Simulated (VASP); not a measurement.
# I (Cmce) in VASP: notebook, part 2 of 2

VASP 6.6.1. The steps go on from the part before.

**3. Single point, PBEsol (36.55 Å³/atom)**

This run uses another cell than the first one, of 36.55 Å³/atom.

File INCAR:

```
SYSTEM = I
PREC = Accurate
ENCUT = 520
EDIFF = 1E-6
ISMEAR = -1
SIGMA = 0.05
LREAL = .False.
LASPH = .True.
NELM = 100
ALGO = Normal
ISIF = 2
LWAVE = .False.
LCHARG = .False.
GGA = PS
NBANDS = 22
```

File KPOINTS:

```
regular mesh
0
Gamma
  8 8 3
  0 0 0
```

File POSCAR:

```
I
1.0
    3.6552252378     -2.1138190195      0.0000000000
    3.6552252378      2.1138190195      0.0000000000
    0.0000000000      0.0000000000      9.4618299946
I
4
Direct
    0.8307187399      0.1692812601      0.1228187161
    0.6692812601      0.3307187399      0.6228187161
    0.1692812601      0.8307187399      0.8771812839
    0.3307187399      0.6692812601      0.3771812839
```

Potentials or basis: VASP PAW PBE potentials, release 64 (I).

Launch:

```
cat potpaw_PBE.64/I/POTCAR > POTCAR
mpirun -np 1 vasp_std > vasp.out
```

OUTCAR:

```text
SYSTEM = I
   PREC = Accurate
   ENCUT = 520
   EDIFF = 1E-6
   ISMEAR = -1
   LREAL = .False.
   LASPH = .True.
   NELM = 100
   ISIF = 2
   GGA = PS

 ion  position               nearest neighbor table
   1  0.831  0.169  0.123-   3 2.73   4 3.20   4 3.20
   2  0.669  0.331  0.623-   4 2.73   3 3.20   3 3.20
   3  0.169  0.831  0.877-   1 2.73   2 3.20   2 3.20
   4  0.331  0.669  0.377-   2 2.73   1 3.20   1 3.20

  LATTYP: Found a base centered orthorhombic cell.
 ALAT       =     4.2276380390
 B/A-ratio  =     1.7292044419
 C/A-ratio  =     2.2380889535

  Lattice vectors:

 A1 = (  -3.6552252378,  -2.1138190195,   0.0000000000)
 A2 = (   3.6552252378,  -2.1138190195,   0.0000000000)
 A3 = (   0.0000000000,   0.0000000000,   9.4618299946)

Analysis of symmetry for initial positions (statically):
=====================================================================
 Subroutine PRICEL returns:
 Original cell was already a primitive cell.

 Routine SETGRP: Setting up the symmetry group for a
 base centered orthorhombic supercell.

 Subroutine GETGRP returns: Found  8 space group operations
 (whereof  4 operations were pure point group operations)
 out of a pool of  8 trial point group operations.

The static configuration has the point symmetry C_2h.
 The point group associated with its full space group is D_2h.

Analysis of symmetry for dynamics (positions and initial velocities):
=====================================================================
 Subroutine PRICEL returns:
 Original cell was already a primitive cell.

 Routine SETGRP: Setting up the symmetry group for a
 base centered orthorhombic supercell.

 Subroutine GETGRP returns: Found  8 space group operations
 (whereof  4 operations were pure point group operations)
 out of a pool of  8 trial point group operations.

[... 121 lines left out ...]
   EFERMI_NEDOS =   21; number of points for ismear=-14 and -15
   IALGO  =     38    algorithm
   IMIX   =      4    mixing-type and parameters
     AMIX     =   0.40;   BMIX     =  1.00
     AMIX_MAG =   1.60;   BMIX_MAG =  1.00
  volume/ion in A,a.u.               =      36.55       246.67
  Fermi-wavevector in a.u.,A,eV,Ry     =   0.943623  1.783189 12.114957  0.890424
  Thomas-Fermi vector in A             =   2.071348
   LORBIT       =      0    0 simple, 1 ext, 2 COOP (PROOUT), +10 PAW based schemes
   GGA     = PS    functional components
   LHFCALC =     F    Hartree Fock is set to
   AEXX    =    0.0000 exact exchange contribution
   IVDW    =     0    specifies the selected vdW correction
   LEPSILON=     F    determine dielectric tensor
   LRPA    =     F    only Hartree local field effects (RPA)
 non-spin polarized calculation
  energy-cutoff  :      520.00
  volume of cell :      146.21
 maximum number of plane-waves:      3972
   NGX = 15   NGY = 15   NGZ = 35

 number of electron      28.0000003 magnetization

 Free energy of the ion-electron system (eV)
  ---------------------------------------------------
  ext. energy  EPLUGINS =         0.00000000
  ---------------------------------------------------
  free energy    TOTEN  =        -6.91257607 eV

  energy without entropy =       -6.91256554  energy(sigma->0) =       -6.91257080

 E-fermi :   4.6767     XC(G=0):  -8.8919

 val. band max:        4.2706660212   @ k =   0.0000   0.0000   0.0000
 cond. band min:       5.1300628851   @ k =   0.5000   0.3750   0.0000
 fundamental gap:      0.8593968640
 Fermi energy:         4.6766714206

 k-point     1 :       0.0000    0.0000    0.0000
  band No.  band energies     occupation
      1     -10.1477      2.00000
      2      -9.1777      2.00000
      3      -8.4012      2.00000
      4      -6.5121      2.00000
      5      -1.1701      2.00000
      6       0.9807      2.00000
[... 589 lines left out ...]
     21      10.9674      0.00000
     22      11.4143      0.00000

 [... further k-points ...]

------------------------ aborting loop because EDIFF is reached ----------------------------------------

  FORCE on cell =-STRESS in cart. coord.  units (eV):
  Direction    XX          YY          ZZ          XY          YZ          ZX
  --------------------------------------------------------------------------------------
  -------------------------------------------------------------------------------------
  Total        0.4041611      2.9391084      4.8060074      0.0000000      0.0000000      0.0000000
  in kB        4.4287183     32.2061721     52.6632842      0.0000000      0.0000000      0.0000000
  external PRESSURE =      29.7660582 kB  Pullay stress =       0.0000000 kB

 VOLUME and BASIS-vectors are now :
 -----------------------------------------------------------------------------
  energy-cutoff  :      520.00
  volume of cell :      146.21
      direct lattice vectors                 reciprocal lattice vectors
     3.655225238 -2.113819020  0.000000000     0.136790476 -0.236538699  0.000000000
     3.655225238  2.113819020  0.000000000     0.136790476  0.236538699  0.000000000
     0.000000000  0.000000000  9.461829995     0.000000000  0.000000000  0.105687800

 POSITION                                       TOTAL-FORCE (eV/Angst)
 -----------------------------------------------------------------------------------
      3.65523     -1.39816      1.16209         0.000000      0.333098      0.252913
      3.65523     -0.71566      5.89300         0.000000     -0.333098      0.252913
      3.65523      1.39816      8.29974         0.000000     -0.333098     -0.252913
      3.65523      0.71566      3.56883         0.000000      0.333098     -0.252913
 -----------------------------------------------------------------------------------
    total drift:                                0.000000     -0.000000     -0.000000

  FREE ENERGIE OF THE ION-ELECTRON SYSTEM (eV)
  ---------------------------------------------------
  free  energy   TOTEN  =        -6.9125760659 eV

  energy  without entropy=       -6.9125655372  energy(sigma->0) =       -6.91257080
```

Wall time 2.2 min (1 thread of Intel Xeon 8259CL, shared host); peak memory 0.29 GiB.

Results:

- Free energy: -6.9126 eV
- Pressure: 3.0 GPa
- Largest force: 0.418 eV/Å
- Band gap on the k mesh: 0.86 eV (least direct gap 1.17 eV)

Forces on the atoms (eV/Å):
```
I    0.000  0.333  0.253
I    0.000 -0.333  0.253
I    0.000 -0.333 -0.253
I    0.000  0.333 -0.253
```

Stress tensor (GPa, compression positive):
```
0.44 0.00 0.00
0.00 3.22 0.00
0.00 0.00 5.27
```

Caveat: the PAW data sets were made with another functional, which shifts forces and pressure a little; spin-orbit coupling is left out, which moves the levels of the heavy elements.

**4. Single point, PBEsol (38.14 Å³/atom)**

This run uses another cell than the first one, of 38.14 Å³/atom.

File INCAR:

```
  PREC = Accurate
  ENCUT = 520
  EDIFF = 1E-7
  ISMEAR = -1
  SIGMA = 0.05
  LREAL = False
  LASPH = True
  NELM = 80
  ALGO = Normal
  ISIF = 2
  LWAVE = False
  LCHARG = False
  GGA = PS
  NBANDS = 22
```

File KPOINTS:

```
Automatic mesh
0
Gamma
  8 8 3
```

File POSCAR:

```
I
1.0
    3.7074497970     -2.1440205144      0.0000000000
    3.7074497970      2.1440205144      0.0000000000
    0.0000000000      0.0000000000      9.5970172590
I
4
Direct
    0.8307187399      0.1692812601      0.1228187161
    0.6692812601      0.3307187399      0.6228187161
    0.1692812601      0.8307187399      0.8771812839
    0.3307187399      0.6692812601      0.3771812839
```

Launch:

```
cat potpaw_PBE.64/I/POTCAR > POTCAR
mpirun -np 1 vasp_std > vasp.out
```

Run time: 2.9 min. Hardware: 1 thread of Intel Xeon 8259CL, shared host; peak memory 0.3 GiB.

Results (log left out):

| Property | Result |
| --- | --- |
| Free energy | -6.9964 eV |
| Pressure | 1.3 GPa |
| Largest force | 0.200 eV/Å |
| Band gap on the k mesh | 0.79 eV (least direct gap 1.08 eV) |

Forces on the atoms (eV/Å):
```
I    0.000  0.164  0.115
I    0.000 -0.164  0.115
I    0.000 -0.164 -0.115
I    0.000  0.164 -0.115
```

Stress tensor (GPa, compression positive):
```
0.20 0.00 0.00
0.00 1.46 0.00
0.00 0.00 2.25
```

Levels at points of the mesh, in eV from the valence-band top:
| k point | band 10 | band 11 | band 12 | band 13 | band 14 | band 15 | band 16 | band 17 | band 18 | band 19 |
| --- | --- | --- | --- | --- | --- | --- | --- | --- | --- | --- |
| (0.00, 0.00, 0.00) | -1.60 | -1.15 | -0.90 | -0.60 | 0.00 | 1.08 | 2.09 | 4.45 | 4.75 | 5.25 |
| (0.50, 0.00, 0.00) | -2.23 | -1.90 | -1.90 | -1.03 | -1.03 | 2.30 | 2.30 | 4.74 | 4.74 | 6.83 |
| (0.50, 0.50, 0.00) | -2.37 | -1.88 | -1.73 | -1.15 | -0.66 | 0.90 | 1.80 | 4.26 | 5.31 | 5.77 |

Caveat: semilocal functionals underestimate gaps, and a narrow one can read as zero; the PAW data sets were made with another functional, which shifts forces and pressure a little; spin-orbit coupling is left out, which moves the levels of the heavy elements. A k mesh can miss the band edges.

**5. Overview**

```tsv
cell	gap on the mesh (eV)	pressure (GPa)	largest force (eV/Å)
a = 4.160, b = 4.160, c = 9.323 Å, angles 90.0, 90.0, 60.1°, 4 atoms	0.93	5.1	0.67
a = 4.222, b = 4.222, c = 9.462 Å, angles 90.0, 90.0, 60.1°, 4 atoms	0.86	3.0	0.42
a = 4.283, b = 4.283, c = 9.597 Å, angles 90.0, 90.0, 60.1°, 4 atoms	0.79	1.3	0.20
```

Alike in all rows: task single point; level PBEsol; potentials or basis VASP PAW PBE potentials, release 64 (I); no spin polarisation; k mesh 8 × 8 × 3; cutoff (eV) 520; smearing fermi-dirac 0.05 eV.

Caveats: the PAW data sets were made with another functional, which shifts forces and pressure a little; spin-orbit coupling is left out, which moves the levels of the heavy elements; the stress differs along the axes, from 1 to 9 GPa (at least some runs); semilocal functionals underestimate gaps, and a narrow one can read as zero (at least some runs).

Absolute energies hang on the potentials; compare differences alone.
